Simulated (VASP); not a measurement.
# Sr (P6/mmm) in VASP: notebook

Sr is run at these levels: PBE; tasks: relaxation of cell and atoms.

Everything below comes from runs of VASP 6.6.1. Logs are shortened: lines on timing, memory, paths and dates and some standing lists are left out, and cuts for length are marked.

## Step 1: The cell of the first run

It takes space group P6/mmm (No. 191, hexagonal). Conventional cell: a = 6.377 Å, b = 6.377 Å, c = 3.759 Å, α = 90.00°, β = 90.00°, γ = 120.00°. Within 4.9 Å of Sr (site symmetry 6/mmm) lie 14 Sr at 3.76 to 4.13 Å. Sr (site symmetry -6m2) has 11 Sr at 3.68 to 4.13 Å within 4.8 Å.

## Step 2: Relaxation of cell and atoms, PBE, target pressure 3.6 GPa, at which the enthalpy is minimised

Input file INCAR:

```
PREC = Accurate
ENCUT = 600
EDIFF = 1E-7
ISMEAR = -1
SIGMA = 0.1
LREAL = F
LASPH = T
NELM = 100
ALGO = Normal
ISIF = 3
LWAVE = F
LCHARG = F
GGA = PE
IBRION = 2
NSW = 32
EDIFFG = -0.005
PSTRESS = 36.0
```

Input file KPOINTS:

```
Automatic mesh
0
Gamma
  6 6 8
```

Input file POSCAR:

```
Sr
1.0
    6.3768088516      0.0000000000      0.0000000000
   -3.1884044258      5.5224784606      0.0000000000
    0.0000000000      0.0000000000      3.7589581487
Sr
3
Direct
    0.0000000000      0.0000000000      0.0000000000
    0.3333333333      0.6666666667      0.5000000000
    0.6666666667      0.3333333333      0.5000000000
```

Potentials or basis: VASP PAW PBE potentials, release 64 (Sr_sv).

Launch:

```
> cat potpaw_PBE.64/Sr_sv/POTCAR > POTCAR
> mpirun -np 1 vasp_std > vasp.out
```

OUTCAR:

```text
PREC = Accurate
   ENCUT = 600
   EDIFF = 1E-7
   ISMEAR = -1
   LREAL = F
   LASPH = T
   NELM = 100
   ISIF = 3
   GGA = PE
   IBRION = 2
   NSW = 32
   EDIFFG = -0.005
   PSTRESS = 36.0

 ion  position               nearest neighbor table
   1  0.000  0.000  0.000-   2 4.13   3 4.13   2 4.13   3 4.13   3 4.13   3 4.13   2 4.13   2 4.13
                             3 4.13   3 4.13   2 4.13   2 4.13
   2  0.333  0.667  0.500-   3 3.68   3 3.68   3 3.68   1 4.13   1 4.13   1 4.13   1 4.13   1 4.13
                             1 4.13
   3  0.667  0.333  0.500-   2 3.68   2 3.68   2 3.68   1 4.13   1 4.13   1 4.13   1 4.13   1 4.13
                             1 4.13

  LATTYP: Found a hexagonal cell.
 ALAT       =     6.3768088516
 C/A-ratio  =     0.5894732359

  Lattice vectors:

 A1 = (   6.3768088516,   0.0000000000,   0.0000000000)
 A2 = (  -3.1884044258,   5.5224784606,   0.0000000000)
 A3 = (   0.0000000000,   0.0000000000,   3.7589581487)

Analysis of symmetry for initial positions (statically):
=====================================================================
 Subroutine PRICEL returns:
 Original cell was already a primitive cell.

 Routine SETGRP: Setting up the symmetry group for a
 hexagonal supercell.

 Subroutine GETGRP returns: Found 24 space group operations
 (whereof 24 operations were pure point group operations)
 out of a pool of 24 trial point group operations.

The static configuration has the point symmetry D_6h.

Analysis of symmetry for dynamics (positions and initial velocities):
=====================================================================
 Subroutine PRICEL returns:
 Original cell was already a primitive cell.

 Routine SETGRP: Setting up the symmetry group for a
 hexagonal supercell.

 Subroutine GETGRP returns: Found 24 space group operations
 (whereof 24 operations were pure point group operations)
 out of a pool of 24 trial point group operations.

The dynamic configuration has the point symmetry D_6h.

 Subroutine INISYM returns: Found 24 space group operations
 (whereof 24 operations are pure point group operations),
 and found     1 'primitive' translations

----------------------------------------------------------------------------------------

                                     Primitive cell

  volume of cell :     132.3747

  direct lattice vectors                    reciprocal lattice vectors
     6.376808852  0.000000000  0.000000000     0.156818249  0.090539058  0.000000000
    -3.188404426  5.522478461  0.000000000     0.000000000  0.181078117  0.000000000
     0.000000000  0.000000000  3.758958149     0.000000000  0.000000000  0.266031161

  length of vectors
     6.376808852  6.376808852  3.758958149     0.181078117  0.181078117  0.266031161

  position of ions in fractional coordinates (direct lattice)
     0.000000000  0.000000000  0.000000000
     0.333333333  0.666666667  0.500000000
     0.666666667  0.333333333  0.500000000

  ion indices of the primitive-cell ions
   primitive index   ion index
                 1           1
                 2           2
                 3           3

----------------------------------------------------------------------------------------

 KPOINTS: Automatic mesh

Automatic generation of k-mesh.
 Grid dimensions read from file:
 generate k-points for:    6    6    8

 Generating k-lattice:

  Cartesian coordinates                     Fractional coordinates (reciprocal lattice)
     0.026136375  0.015089843  0.000000000     0.166666667 -0.000000000  0.000000000
     0.000000000  0.030179686  0.000000000     0.000000000  0.166666667  0.000000000
     0.000000000  0.000000000  0.033253895     0.000000000  0.000000000  0.125000000

  Length of vectors
     0.030179686  0.030179686  0.033253895

  Shift w.r.t. Gamma in fractional coordinates (k-lattice)
     0.000000000  0.000000000  0.000000000

 Subroutine IBZKPT returns following result:
 ===========================================

 Found     35 irreducible k-points:

 Following reciprocal coordinates:
            Coordinates               Weight
  0.000000  0.000000  0.000000      1.000000
  0.166667 -0.000000  0.000000      6.000000
  0.333333 -0.000000  0.000000      6.000000
  0.500000 -0.000000  0.000000      3.000000
  0.166667  0.166667  0.000000      6.000000
  0.333333  0.166667  0.000000     12.000000
[... 16 lines left out ...]
  0.166667 -0.000000  0.375000     12.000000
  0.333333 -0.000000  0.375000     12.000000
 [... further k-points ...]
   k-points           NKPTS =     35   k-points in BZ     NKDIM =     35   number of bands    NBANDS=     19
   number of dos      NEDOS =    301   number of ions     NIONS =      3
   total plane-waves  NPLWV =  87480
   dimension x,y,z NGX =    54 NGY =   54 NGZ =   30
   dimension x,y,z NGXF=   108 NGYF=  108 NGZF=   60
   ions per type =               3
   NGX,Y,Z   is equivalent  to a cutoff of  14.08, 14.08, 13.27 a.u.
   NGXF,Y,Z  is equivalent  to a cutoff of  28.16, 28.16, 26.54 a.u.
 SYSTEM =  unknown system
   PREC   = accura    normal or accurate (medium, high low for compatibility)
   ISTART =      0    job   : 0-new  1-cont  2-samecut
   ICHARG =      2    charge: 1-file 2-atom 10-const
   ISPIN  =      1    spin polarized calculation?
   LNONCOLLINEAR =      F non collinear calculations
   LSORBIT =      F    spin-orbit coupling
   LASPH  =      T    aspherical Exc in radial PAW
   ENCUT  =  600.0 eV  44.10 Ry    6.64 a.u.  12.74 12.74  7.51*2*pi/ulx,y,z
   NELM   =    100;   NELMIN=  2; NELMDL= -5     # of ELM steps
   EDIFF  = 0.1E-06   stopping-criterion for ELM
   LREAL  =      F    real-space projection
   EDIFFG = -.5E-02   stopping-criterion for IOM
   NSW    =     32    number of steps for IOM
   IBRION =      2    ionic relax: 0-MD 1-quasi-New 2-CG
   NFREE  =      1    steps in history (QN), initial steepest desc. (CG)
   ISIF   =      3    stress and relaxation
   ISYM   =      2    0-nonsym 1-usesym 2-fastsym
   POTIM  = 0.5000    time-step for ionic-motion
   TEBEG  =    0.0;   TEEND  =   0.0 temperature during run
   PSTRESS=   36.0 pullay stress
   NELECT =      30.0000    total number of electrons
   NUPDOWN=      -1.0000    fix difference up-down
   EMIN   =  10.00;   EMAX   =-10.00  energy-range for DOS
   EFERMI =   0.00;   METHOD = LEGACY
   ISMEAR =    -1;   SIGMA  =   0.10  broadening in eV -4-tet -1-fermi 0-gaus
   EFERMI_NEDOS =   21; number of points for ismear=-14 and -15
   IALGO  =     38    algorithm
   IMIX   =      4    mixing-type and parameters
     AMIX     =   0.40;   BMIX     =  1.00
     AMIX_MAG =   1.60;   BMIX_MAG =  1.00
  volume/ion in A,a.u.               =      44.12       297.77
  Fermi-wavevector in a.u.,A,eV,Ry     =   0.998114  1.886163 13.554561  0.996232
  Thomas-Fermi vector in A             =   2.130316
   LORBIT       =      0    0 simple, 1 ext, 2 COOP (PROOUT), +10 PAW based schemes
   GGA     = PE    functional components
   LHFCALC =     F    Hartree Fock is set to
   AEXX    =    0.0000 exact exchange contribution
   IVDW    =     0    specifies the selected vdW correction
   LEPSILON=     F    determine dielectric tensor
   LRPA    =     F    only Hartree local field effects (RPA)
 conjugate gradient relaxation of ions
 non-spin polarized calculation
  energy-cutoff  :      600.00
  volume of cell :      132.37
 maximum number of plane-waves:      4449
 NGX is ok and might be reduce to    54
   NGX = 25   NGY = 25   NGZ = 15

 number of electron      30.0000001 magnetization

 Free energy of the ion-electron system (eV)
  ---------------------------------------------------
  ext. energy  EPLUGINS =         0.00000000
  ---------------------------------------------------
  free energy    TOTEN  =        -4.50506166 eV

  energy without entropy =       -4.37050550  energy(sigma->0) =       -4.43778358

 E-fermi :   2.3595     XC(G=0):  -8.0474

 val. band max:        2.3545134022   @ k =   0.1667  -0.0000   0.3750
 cond. band min:       2.3837197416   @ k =   0.1667  -0.0000   0.2500
 fundamental gap:      0.0292063394
 Fermi energy:         2.3595074050

 k-point     1 :       0.0000    0.0000    0.0000
  band No.  band energies     occupation
      1     -33.8545      2.00000
      2     -33.8039      2.00000
      3     -33.7459      2.00000
      4     -16.0275      2.00000
      5     -16.0275      2.00000
      6     -15.8577      2.00000
[... 11 lines left out ...]
     18       2.7259      0.05000
     19       3.1375      0.00084

 k-point     2 :       0.1667   -0.0000    0.0000
  band No.  band energies     occupation
      1     -33.8512      2.00000
      2     -33.8067      2.00000
      3     -33.7463      2.00000
      4     -16.0504      2.00000
      5     -16.0292      2.00000
      6     -15.8264      2.00000
[... 11 lines left out ...]
     18       2.8377      0.01661
     19       3.6790      0.00000

 k-point     3 :       0.3333   -0.0000    0.0000
  band No.  band energies     occupation
      1     -33.8428      2.00000
      2     -33.8142      2.00000
      3     -33.7473      2.00000
      4     -16.0844      2.00000
      5     -16.0033      2.00000
      6     -15.7923      2.00000
[... 11 lines left out ...]
     18       3.2065      0.00042
     19       3.9492      0.00000

 k-point     4 :       0.5000   -0.0000    0.0000
  band No.  band energies     occupation
      1     -33.8361      2.00000
      2     -33.8204      2.00000
      3     -33.7479      2.00000
      4     -16.0982      2.00000
      5     -15.9614      2.00000
      6     -15.8516      2.00000
[... 407 lines left out ...]
     18       2.4692      0.50063
     19       4.5221      0.00000

 k-point    23 :       0.1667   -0.0000    0.3750
  band No.  band energies     occupation
      1     -33.8282      2.00000
      2     -33.7863      2.00000
      3     -33.7264      2.00000
      4     -16.0095      2.00000
      5     -15.9961      2.00000
      6     -15.9843      2.00000
[... 11 lines left out ...]
     18       2.6897      0.07100
     19       4.3753      0.00000

 k-point    24 :       0.3333   -0.0000    0.3750
  band No.  band energies     occupation
      1     -33.8209      2.00000
      2     -33.7935      2.00000
      3     -33.7266      2.00000
      4     -16.0205      2.00000
      5     -16.0121      2.00000
      6     -15.9980      2.00000
[... 11 lines left out ...]
     18       2.8502      0.01469
     19       3.7805      0.00000

 [... further k-points ...]

------------------------ aborting loop because EDIFF is reached ----------------------------------------

  FORCE on cell =-STRESS in cart. coord.  units (eV):
  Direction    XX          YY          ZZ          XY          YZ          ZX
  --------------------------------------------------------------------------------------
  -------------------------------------------------------------------------------------
  Total        2.9819405      2.9819405      2.9694024      0.0000000      0.0000000      0.0000000
  in kB       36.0914750     36.0914750     35.9397224      0.0000000      0.0000000      0.0000000
  external PRESSURE =       0.0408908 kB  Pullay stress =      36.0000000 kB

 VOLUME and BASIS-vectors are now :
 -----------------------------------------------------------------------------
  energy-cutoff  :      600.00
  volume of cell :      132.37
      direct lattice vectors                 reciprocal lattice vectors
     6.376808852  0.000000000  0.000000000     0.156818249  0.090539058  0.000000000
    -3.188404426  5.522478461  0.000000000     0.000000000  0.181078117  0.000000000
     0.000000000  0.000000000  3.758958149     0.000000000  0.000000000  0.266031161

 POSITION                                       TOTAL-FORCE (eV/Angst)
 -----------------------------------------------------------------------------------
      0.00000      0.00000      0.00000         0.000000      0.000000      0.000000
     -0.00000      3.68165      1.87948         0.000000      0.000000      0.000000
      3.18840      1.84083      1.87948        -0.000000      0.000000     -0.000000
 -----------------------------------------------------------------------------------
    total drift:                                0.000000      0.000000      0.000000

  FREE ENERGIE OF THE ION-ELECTRON SYSTEM (eV)
  ---------------------------------------------------
  free  energy   TOTEN  =        -4.5050616643 eV

  energy  without entropy=       -4.3705055010  energy(sigma->0) =       -4.43778358

  enthalpy is  TOTEN    =        -1.5306790192 eV   P V=        2.9743826451

 reached required accuracy - stopping structural energy minimisation
```

Wall time 3.1 min (1 thread of Oxide Virtual Turin-like, shared host); peak memory 0.27 GiB.

What came out:

- Free energy: -4.5051 eV
- Pressure after relaxing: 3.6 GPa
- Band gap on the k mesh: zero (band 15 reaches 2.66 eV, above the bottom of band 16 at 2.15 eV)

Final structure:
```
Sr
1.0
     6.37681    0.00000    0.00000
    -3.18840    5.52248    0.00000
     0.00000    0.00000    3.75896
Sr
3
Direct
  0.00000 0.00000 0.00000
  0.33333 0.66667 0.50000
  0.66667 0.33333 0.50000
```

Levels at points of the mesh, in eV from the Fermi level:
```csv
k point,band 12,band 13,band 14,band 15,band 16,band 17,band 18,band 19
"(0.00, 0.00, 0.00)",-17.98,-3.90,-0.19,0.30,0.30,0.37,0.37,0.78
"(0.50, 0.00, 0.00)",-18.00,-2.41,-2.33,-1.14,0.58,1.09,1.29,1.34
"(0.00, 0.00, 0.50)",-18.07,-1.21,-0.72,-0.21,-0.21,0.07,0.07,1.96
"(0.50, 0.00, 0.50)",-18.04,-0.88,-0.79,-0.10,0.23,0.42,0.46,1.20
```

Caveat: the relaxation stopped at its first step, so nothing moved; the cell is relaxed towards a set pressure, so the enthalpy falls and the energy may rise.

## Step 3: Relaxation of cell and atoms, PBE, target pressure 3.6 GPa, at which the enthalpy is minimised

This run uses another cell than the first one, of 44.25 Å³/atom, 1.003 times its volume.

INCAR, as its differences from that of step 2:

```diff
@@ -2,3 +2,3 @@
 ENCUT = 600
-EDIFF = 1E-7
+EDIFF = 1E-6
 ISMEAR = -1
@@ -14,3 +14,3 @@
 IBRION = 2
-NSW = 32
+NSW = 60
 EDIFFG = -0.005
```

Input file KPOINTS:

```
regular mesh
0
Gamma
  6 6 8
```

Input file POSCAR:

```
Sr
1.0
    6.2764075454      0.0000000000      0.0000000000
   -3.1382037727      5.4355283788      0.0000000000
    0.0000000000      0.0000000000      3.8913726781
Sr
3
Direct
    0.0000000000      0.0000000000      0.0000000000
    0.3333333333      0.6666666667      0.5000000000
    0.6666666667      0.3333333333      0.5000000000
```

Potentials or basis: VASP PAW PBE potentials, release 64 (Sr_sv).

Launch:

```
> cat potpaw_PBE.64/Sr_sv/POTCAR > POTCAR
> mpirun -np 1 vasp_std > vasp.out
```

It took 9.1 min on 1 thread of Oxide Virtual Turin-like, shared host; peak memory 0.29 GiB.

Results (log left out):

```
Free energy                                            : -4.5056 eV
Relaxed volume                                         : 44.13 Å³/atom
Relaxed cell                                           : a = 6.378 Å, b = 6.378 Å, c = 3.758 Å, α = 90.00°, β = 90.00°, γ = 120.00°
Space group after relaxing (to 0.05 Å)                 : P6/mmm (No. 191)
Energy change on relaxing (the enthalpy is what falls) : -7.1 meV/atom
Ionic steps                                            : 5
Pressure after relaxing                                : 3.6 GPa
Band gap on the k mesh                                 : zero (band 15 reaches 2.66 eV, above the bottom of band 16 at 2.15 eV)
```

Step by step:
| step | energy change (eV) | largest force (eV/Å) | pressure (GPa) | volume (Å³) |
| --- | --- | --- | --- | --- |
| 1 | 0.0000 | 0.0000 | 3.65 | 132.76 |
| 2 | -0.0281 | 0.0000 | 3.55 | 133.00 |
| 3 | -0.0381 | 0.0000 | 3.47 | 133.16 |
| 4 | -0.0383 | 0.0000 | 3.48 | 133.17 |
| 5 | -0.0213 | 0.0000 | 3.60 | 132.40 |

Final structure:
```yaml
crystal:
  lattice:
    - [6.37813, 0.00000, 0.00000]
    - [-3.18907, 5.52362, 0.00000]
    - [0.00000, 0.00000, 3.75807]
  atoms:
    - { symbol: Sr, position: [0.00000, 0.00000, 0.00000] }
    - { symbol: Sr, position: [0.33333, 0.66667, 0.50000] }
    - { symbol: Sr, position: [0.66667, 0.33333, 0.50000] }
```

Levels at points of the mesh, in eV from the Fermi level:
```tsv
k point	band 12	band 13	band 14	band 15	band 16	band 17	band 18	band 19
(0.00, 0.00, 0.00)	-17.98	-3.90	-0.19	0.30	0.30	0.37	0.37	0.78
(0.50, 0.00, 0.00)	-18.00	-2.41	-2.33	-1.14	0.58	1.09	1.29	1.34
(0.00, 0.00, 0.50)	-18.07	-1.20	-0.72	-0.21	-0.21	0.07	0.07	1.96
(0.50, 0.00, 0.50)	-18.04	-0.88	-0.79	-0.10	0.23	0.41	0.47	1.20
```

Caveat: the cell is relaxed towards a set pressure, so the enthalpy falls and the energy may rise.
